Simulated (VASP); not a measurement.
Wanted: the native input for a VASP 6.6.1 run.

- Task: relaxation of the atoms
- Functional: PBEsol
- Potentials or basis: VASP PAW PBE potentials, release 64 (C)
- Cutoff: 520 eV
- k mesh: 9 × 9 × 6
- Occupations: gaussian, width 0.02 eV
- Spin: no spin polarisation
- Dipole correction: no
- Further INCAR settings: ALGO = Normal; EDIFF = 1e-07; IBRION = 2; EDIFFG = -0.002; NSW = 60

The structure of C lies in POSCAR:

```
C
1.0
    2.4612466108      0.0000000000      0.0000000000
   -1.2306233054      2.1315020900      0.0000000000
    0.0000000000      0.0000000000      4.1627206575
C
4
Direct
    0.3333333333      0.6666666667      0.0000560326
    0.6666666667      0.3333333333      0.5000560326
    0.3333333333      0.6666666667      0.3739439674
    0.6666666667      0.3333333333      0.8739439674
```

This cell differs from its parent crystal: strained cell.

These files were run (other wordings do the same):

INCAR

```
PREC = Accurate
ENCUT = 520
EDIFF = 1E-7
ISMEAR = 0
SIGMA = 0.02
LREAL = False
LASPH = True
NELM = 60
ALGO = Normal
ISIF = 2
LWAVE = False
LCHARG = False
GGA = PS
IBRION = 2
NSW = 60
EDIFFG = -0.002
```

KPOINTS

```
Automatic mesh
0
Gamma
  9 9 6
```

Potentials or basis: VASP PAW PBE potentials, release 64 (C).

The run is started by

```console
$ cat potpaw_PBE.64/C/POTCAR > POTCAR
$ mpirun -np 1 vasp_std > vasp.out
```

Results of the run:

```yaml
Energy_gained_by_relaxing: 0.0 meV/atom
Ionic_steps: 3
Pressure_after_relaxing: 15.4 GPa
Band_gap_on_the_k_mesh: 2.87 eV (least direct gap 4.96 eV)
```

Caveat: the cell differs from its parent crystal (strained cell); the PAW data sets were made with another functional, which shifts forces and pressure a little.

Run time: 21 s on 1 thread of AMD EPYC 7R43 64-Core Processor (Zen 3), on a shared host, peak memory 0.09 GiB.
